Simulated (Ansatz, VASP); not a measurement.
## Two plane-wave programs on Sn

File INCAR:

```
PREC     = Accurate       # precision mode
ENCUT    = 520            # plane-wave cutoff, eV
EDIFF    = 1E-6           # SCF threshold, eV
ISMEAR   = 0              # smearing method
SIGMA    = 0.15           # smearing width, eV
LREAL    = F              # projectors in reciprocal space
LASPH    = T              # aspherical terms in the spheres
NELM     = 100            # most SCF steps
ALGO     = Fast           # electronic algorithm
ISIF     = 2              # what is computed and relaxed
LWAVE    = F              # write WAVECAR
LCHARG   = F              # write CHGCAR
GGA      = PS             # functional
IVDW     = 12             # dispersion correction
NBANDS   = 13             # bands
```

KPOINTS

```
Automatic mesh
0
Gamma
  20 20 20
```

The input POSCAR:

```
Sn
1.0
   -1.7359942956      1.7359942956      2.2567925842
    1.7359942956     -1.7359942956      2.2567925842
    1.7359942956      1.7359942956     -2.2567925842
Sn
1
Direct
    0.0000000000      0.0000000000      0.0000000000
```

Input for Ansatz:

```yaml
crystal:
  lattice:
    - [-1.7359942956, 1.7359942956, 2.2567925842]
    - [1.7359942956, -1.7359942956, 2.2567925842]
    - [1.7359942956, 1.7359942956, -2.2567925842]
  atoms:
    - { symbol: Sn, position: [0.0, 0.0, 0.0] }
basis:
  ecutwfc: 420
kpoints:
  mp_grid: { grid: [20, 20, 20] }
hamiltonian:
  xc: pbesol
  dispersion: d3bj
scf:
  occupations: { method: gaussian, width: 0.15 }
output:
  forces: true
  stress: true
  eigenvalues: true
```

Alike in both runs: task single point; functional PBEsol; dispersion D3(BJ); k mesh 20 × 20 × 20; occupations gaussian, width 0.15 eV; no spin polarisation.

```csv
,VASP,Ansatz
version,VASP 6.6.1,Ansatz 0.2.0
potentials or method,"VASP PAW PBE potentials, release 64 (Sn_d), cutoff 520 eV","scalar-relativistic, plane waves, PAW"
valence electrons in the cell,14,14
```

|  | VASP | Ansatz | Ansatz less VASP |
| --- | --- | --- | --- |
| gap on the k mesh at the Fermi level (eV) | none | none | - |
| pressure (GPa) | -3.8 | -3.8 | +0.02 |
| traceless stress, the component that is largest in VASP (GPa) | -0.13 | -0.13 | -0.002 |

VASP's potentials were made for PBE, not for PBEsol. A gap of «none» marks a metal or a gap that the smearing closes.
